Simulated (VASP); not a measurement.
# Si (a cell with a defect) in VASP: single point with PBEsol

Aim: the single point of Si (a cell with a defect) with PBEsol.

Program: VASP 6.6.1. These are calculated values, not measurements. Logs are shortened: lines on timing, memory, paths and dates and some standing lists are left out, and cuts for length are marked.

### Step 1. The cell of the first run

The cell holds a defect, 15 atoms: a = 7.685 Å, b = 7.685 Å, c = 7.685 Å, α = 60.00°, β = 60.00°, γ = 60.00°.

### Step 2. Single point, PBEsol

INCAR

```
  PREC = Accurate
  ENCUT = 520
  EDIFF = 1E-6
  ISMEAR = 0
  SIGMA = 0.02
  LREAL = Auto
  LASPH = True
  NELM = 100
  ALGO = Normal
  ISIF = 2
  LWAVE = False
  LCHARG = True
  GGA = PS
  LELF = True
  LVHAR = True
  NBANDS = 43
  NELECT = 62.0
```

KPOINTS

```
Automatic mesh
0
Gamma
  3 3 3
```

POSCAR

```
Si
1.0
    0.0000000000      5.4338342048     -5.4338342048
    5.4338342048      5.4338342048      0.0000000000
    5.4338342048      0.0000000000     -5.4338342048
Si
15
Direct
    0.1875000159     -0.0625000667      0.1875000159
    0.1325007302      0.6344367292      0.1325007302
    0.6208926097      0.1269139753      0.1313007488
    0.6005617538      0.6344367292      0.1325007302
    0.1313007488      0.1269139753      0.6208926097
    0.1325007302      0.6344367292      0.6005617538
    0.6208926097      0.1269139753      0.6208926097
    0.6241913853      0.6274257498      0.6241913853
    0.2424992096      0.2405633758      0.2424992096
    0.7541073845      0.7480858537      0.2436992831
    0.7744382404      0.2405632838      0.2424993017
    0.2436992831      0.7480858537      0.7541073845
    0.2424993017      0.2405632838      0.7744382404
    0.7541073845      0.7480858537      0.7541073845
    0.7508086088      0.2475740792      0.7508086088
```

Potentials or basis: VASP PAW PBE potentials, release 64 (Si).

Command:

```console
> cat potpaw_PBE.64/Si/POTCAR > POTCAR
> mpirun -np 1 vasp_std > vasp.out
```

OUTCAR:

```text
PREC = Accurate
   ENCUT = 520
   EDIFF = 1E-6
   ISMEAR = 0
   LREAL = Auto
   LASPH = True
   NELM = 100
   ISIF = 2
   GGA = PS
   NELECT = 62.0

 ion  position               nearest neighbor table
   1  0.188  0.937  0.188-   4 2.82   6 2.82   2 2.82  11 2.82  13 2.82   9 2.82
   2  0.133  0.634  0.133-  10 2.38  12 2.38   9 2.49   1 2.82
   3  0.621  0.127  0.131-  10 2.38   9 2.38  11 2.38  15 2.39
   4  0.601  0.634  0.133-  10 2.38  14 2.38  11 2.49   1 2.82
   5  0.131  0.127  0.621-  12 2.38   9 2.38  13 2.38  15 2.39
   6  0.133  0.634  0.601-  12 2.38  14 2.38  13 2.49   1 2.82
   7  0.621  0.127  0.621-  14 2.38  13 2.38  11 2.38  15 2.39
   8  0.624  0.627  0.624-  15 2.38  12 2.39  10 2.39  14 2.39
   9  0.242  0.241  0.242-   3 2.38   5 2.38   2 2.49   1 2.82
  10  0.754  0.748  0.244-   3 2.38   4 2.38   2 2.38   8 2.39
  11  0.774  0.241  0.242-   7 2.38   3 2.38   4 2.49   1 2.82
  12  0.244  0.748  0.754-   5 2.38   6 2.38   2 2.38   8 2.39
  13  0.242  0.241  0.774-   7 2.38   5 2.38   6 2.49   1 2.82
  14  0.754  0.748  0.754-   7 2.38   6 2.38   4 2.38   8 2.39
  15  0.751  0.248  0.751-   8 2.38   7 2.39   3 2.39   5 2.39

  LATTYP: Found a face centered cubic cell.
 ALAT       =    10.8676684096

  Lattice vectors:

 A1 = (   0.0000000000,   5.4338342048,  -5.4338342048)
 A2 = (   5.4338342048,   5.4338342048,   0.0000000000)
 A3 = (   5.4338342048,   0.0000000000,  -5.4338342048)

Analysis of symmetry for initial positions (statically):
=====================================================================
 Subroutine PRICEL returns:
 Original cell was already a primitive cell.

 Routine SETGRP: Setting up the symmetry group for a
 face centered cubic supercell.

 Subroutine GETGRP returns: Found 12 space group operations
 (whereof  2 operations were pure point group operations)
 out of a pool of 48 trial point group operations.

The static configuration has the point symmetry C_1h.
 The point group associated with its full space group is D_3d.

Analysis of symmetry for dynamics (positions and initial velocities):
=====================================================================
 Subroutine PRICEL returns:
 Original cell was already a primitive cell.

 Routine SETGRP: Setting up the symmetry group for a
 face centered cubic supercell.

 Subroutine GETGRP returns: Found 12 space group operations
 (whereof  2 operations were pure point group operations)
 out of a pool of 48 trial point group operations.

The dynamic configuration has the point symmetry C_1h.
 The point group associated with its full space group is D_3d.

 Subroutine INISYM returns: Found 12 space group operations
 (whereof  2 operations are pure point group operations),
 and found     1 'primitive' translations

----------------------------------------------------------------------------------------

                                     Primitive cell

  volume of cell :     320.8848

  direct lattice vectors                    reciprocal lattice vectors
     0.000000000  5.433834205 -5.433834205    -0.092016057  0.092016057 -0.092016057
     5.433834205  5.433834205  0.000000000     0.092016057  0.092016057  0.092016057
     5.433834205  0.000000000 -5.433834205     0.092016057 -0.092016057 -0.092016057

  length of vectors
     7.684602028  7.684602028  7.684602028     0.159376486  0.159376486  0.159376486

  position of ions in fractional coordinates (direct lattice)
     0.187500016  0.937499933  0.187500016
     0.132500730  0.634436729  0.132500730
     0.620892610  0.126913975  0.131300749
     0.600561754  0.634436729  0.132500730
     0.131300749  0.126913975  0.620892610
     0.132500730  0.634436729  0.600561754
     0.620892610  0.126913975  0.620892610
     0.624191385  0.627425750  0.624191385
     0.242499210  0.240563376  0.242499210
     0.754107385  0.748085854  0.243699283
     0.774438240  0.240563284  0.242499302
     0.243699283  0.748085854  0.754107385
     0.242499302  0.240563284  0.774438240
     0.754107385  0.748085854  0.754107385
     0.750808609  0.247574079  0.750808609

  ion indices of the primitive-cell ions
   primitive index   ion index
                 1           1
                 2           2
                 3           3
                 4           4
                 5           5
                 6           6
                 7           7
                 8           8
                 9           9
                10          10
                11          11
                12          12
                13          13
                14          14
                15          15

----------------------------------------------------------------------------------------

 KPOINTS: Automatic mesh

Automatic generation of k-mesh.
 Grid dimensions read from file:
 generate k-points for:    3    3    3

 Generating k-lattice:

  Cartesian coordinates                     Fractional coordinates (reciprocal lattice)
    -0.030672019  0.030672019 -0.030672019     0.333333333  0.000000000  0.000000000
     0.030672019  0.030672019  0.030672019     0.000000000  0.333333333  0.000000000
     0.030672019 -0.030672019 -0.030672019     0.000000000  0.000000000  0.333333333

  Length of vectors
     0.053125495  0.053125495  0.053125495

  Shift w.r.t. Gamma in fractional coordinates (k-lattice)
     0.000000000  0.000000000  0.000000000

 Subroutine IBZKPT returns following result:
 ===========================================

 Found      6 irreducible k-points:

 Following reciprocal coordinates:
            Coordinates               Weight
  0.000000  0.000000  0.000000      1.000000
  0.333333  0.000000  0.000000      6.000000
  0.000000  0.333333  0.000000      2.000000
  0.333333  0.333333  0.000000      6.000000
 -0.333333  0.333333  0.000000      6.000000
  0.333333  0.000000 -0.333333      6.000000
   k-points           NKPTS =      6   k-points in BZ     NKDIM =      6   number of bands    NBANDS=     43
   number of dos      NEDOS =    301   number of ions     NIONS =     15
   total plane-waves  NPLWV = 216000
   dimension x,y,z NGX =    60 NGY =   60 NGZ =   60
   dimension x,y,z NGXF=   120 NGYF=  120 NGZF=  120
   ions per type =              15
   NGX,Y,Z   is equivalent  to a cutoff of  12.98, 12.98, 12.98 a.u.
   NGXF,Y,Z  is equivalent  to a cutoff of  25.96, 25.96, 25.96 a.u.
 SYSTEM =  unknown system
   PREC   = accura    normal or accurate (medium, high low for compatibility)
   ISTART =      0    job   : 0-new  1-cont  2-samecut
   ICHARG =      2    charge: 1-file 2-atom 10-const
   ISPIN  =      1    spin polarized calculation?
   LNONCOLLINEAR =      F non collinear calculations
   LSORBIT =      F    spin-orbit coupling
   LASPH  =      T    aspherical Exc in radial PAW
   ENCUT  =  520.0 eV  38.22 Ry    6.18 a.u.  14.29 14.29 14.29*2*pi/ulx,y,z
   NELM   =    100;   NELMIN=  2; NELMDL= -5     # of ELM steps
   EDIFF  = 0.1E-05   stopping-criterion for ELM
   LREAL  =      T    real-space projection
   EDIFFG = 0.1E-04   stopping-criterion for IOM
   NSW    =      0    number of steps for IOM
   IBRION =     -1    ionic relax: 0-MD 1-quasi-New 2-CG
   NFREE  =      0    steps in history (QN), initial steepest desc. (CG)
   ISIF   =      2    stress and relaxation
   ISYM   =      2    0-nonsym 1-usesym 2-fastsym
   POTIM  = 0.5000    time-step for ionic-motion
   TEBEG  =    0.0;   TEEND  =   0.0 temperature during run
   PSTRESS=    0.0 pullay stress
   NELECT =      62.0000    total number of electrons
   NUPDOWN=      -1.0000    fix difference up-down
   EMIN   =  10.00;   EMAX   =-10.00  energy-range for DOS
   EFERMI =   0.00;   METHOD = LEGACY
   ISMEAR =     0;   SIGMA  =   0.02  broadening in eV -4-tet -1-fermi 0-gaus
   EFERMI_NEDOS =   21; number of points for ismear=-14 and -15
   IALGO  =     38    algorithm
   IMIX   =      4    mixing-type and parameters
     AMIX     =   0.40;   BMIX     =  1.00
     AMIX_MAG =   1.60;   BMIX_MAG =  1.00
  volume/ion in A,a.u.               =      21.39       144.36
  Fermi-wavevector in a.u.,A,eV,Ry     =   0.946431  1.788495 12.187172  0.895732
  Thomas-Fermi vector in A             =   2.074428
   LORBIT       =      0    0 simple, 1 ext, 2 COOP (PROOUT), +10 PAW based schemes
   GGA     = PS    functional components
   LHFCALC =     F    Hartree Fock is set to
   AEXX    =    0.0000 exact exchange contribution
   IVDW    =     0    specifies the selected vdW correction
   LEPSILON=     F    determine dielectric tensor
   LRPA    =     F    only Hartree local field effects (RPA)
 non-spin polarized calculation
 Gauss-broadening in eV      SIGMA  =   0.02
  energy-cutoff  :      520.00
  volume of cell :      320.88
 maximum number of plane-waves:      8657
 NGX is ok and might be reduce to    60
   NGX = 29   NGY = 29   NGZ = 29

 number of electron      62.0000001 magnetization

 Free energy of the ion-electron system (eV)
  ---------------------------------------------------
  ext. energy  EPLUGINS =         0.00000000
  ---------------------------------------------------
  free energy    TOTEN  =       -71.87478840 eV

  energy without entropy =      -71.87267368  energy(sigma->0) =      -71.87373104

 E-fermi :   5.6773     XC(G=0):  -9.4931

 val. band max:        5.6756513886   @ k =   0.0000   0.3333   0.0000
 cond. band min:       5.7808923691   @ k =   0.0000   0.0000   0.0000
 fundamental gap:      0.1052409805
 Fermi energy:         5.6773438282

 k-point     1 :       0.0000    0.0000    0.0000
  band No.  band energies     occupation
      1      -6.4748      2.00000
      2      -4.2215      2.00000
      3      -4.2215      2.00000
      4      -4.0853      2.00000
      5      -3.7094      2.00000
      6      -2.4675      2.00000
[... 265 lines left out ...]
     42       8.9244      0.00000
     43       8.9577      0.00000

------------------------ aborting loop because EDIFF is reached ----------------------------------------

  FORCE on cell =-STRESS in cart. coord.  units (eV):
  Direction    XX          YY          ZZ          XY          YZ          ZX
  --------------------------------------------------------------------------------------
  -------------------------------------------------------------------------------------
  Total        7.1045253      7.1045253      7.1045253     -3.6058498     -3.6058498     -3.6058498
  in kB       35.4728842     35.4728842     35.4728842    -18.0040029    -18.0040029    -18.0040029
  external PRESSURE =      35.4728842 kB  Pullay stress =       0.0000000 kB

 VOLUME and BASIS-vectors are now :
 -----------------------------------------------------------------------------
  energy-cutoff  :      520.00
  volume of cell :      320.88
      direct lattice vectors                 reciprocal lattice vectors
     0.000000000  5.433834205 -5.433834205    -0.092016057  0.092016057 -0.092016057
     5.433834205  5.433834205  0.000000000     0.092016057  0.092016057  0.092016057
     5.433834205  0.000000000 -5.433834205     0.092016057 -0.092016057 -0.092016057

 POSITION                                       TOTAL-FORCE (eV/Angst)
 -----------------------------------------------------------------------------------
      6.11306      6.11306     -2.03769        -0.000000      0.000000      0.000000
      4.16741      4.16741     -1.43997         0.011234      0.011234      0.000594
      1.40310      4.06346     -4.08729        -0.012412      0.002935      0.002935
      4.16741      6.71078     -3.98334         0.011234      0.000594      0.011234
      4.06346      1.40310     -4.08729         0.002935     -0.012412      0.002935
      6.71078      4.16741     -3.98334         0.000594      0.011234      0.011234
      4.06346      4.06346     -6.74766         0.002935      0.002935     -0.012412
      6.80108      6.80108     -6.78350        -0.001884     -0.001884     -0.001884
      2.62488      2.62488     -2.63540        -0.011234     -0.011234     -0.000594
      5.38920      8.16267     -5.42192         0.012412     -0.002935     -0.002935
      2.62488      5.51535     -5.52587        -0.011234     -0.000594     -0.011234
      8.16267      5.38920     -5.42192        -0.002935      0.012412     -0.002935
      5.51535      2.62488     -5.52587        -0.000594     -0.011234     -0.011234
      8.16267      8.16267     -8.19539        -0.002935     -0.002935      0.012412
      5.42505      5.42505     -8.15954         0.001884      0.001884      0.001884
 -----------------------------------------------------------------------------------
    total drift:                               -0.000096     -0.000072     -0.000130

  FREE ENERGIE OF THE ION-ELECTRON SYSTEM (eV)
  ---------------------------------------------------
  free  energy   TOTEN  =       -71.8747883998 eV

  energy  without entropy=      -71.8726736822  energy(sigma->0) =      -71.87373104
```

Wall time 2.4 min (1 thread of Intel Xeon Platinum 8488C (Sapphire Rapids), shared host); peak memory 0.44 GiB.

What came out:

```yaml
Free_energy: -71.8748 eV
Largest_force: 0.016 eV/Å
```

Forces on the atoms (eV/Å):
```
Si   0.000  0.000  0.000
Si   0.011  0.011  0.001
Si  -0.012  0.003  0.003
Si   0.011  0.001  0.011
Si   0.003 -0.012  0.003
Si   0.001  0.011  0.011
Si   0.003  0.003 -0.012
Si  -0.002 -0.002 -0.002
Si  -0.011 -0.011 -0.001
Si   0.012 -0.003 -0.003
Si  -0.011 -0.001 -0.011
Si  -0.003  0.012 -0.003
Si  -0.001 -0.011 -0.011
Si  -0.003 -0.003  0.012
Si   0.002  0.002  0.002
```

Caveat: the cell carries a net charge on a neutralising background, which shifts energy and pressure; the cell is charged against a uniform background, so pressure and absolute levels hang on convention; the PAW data sets were made with another functional, which shifts forces and pressure a little.
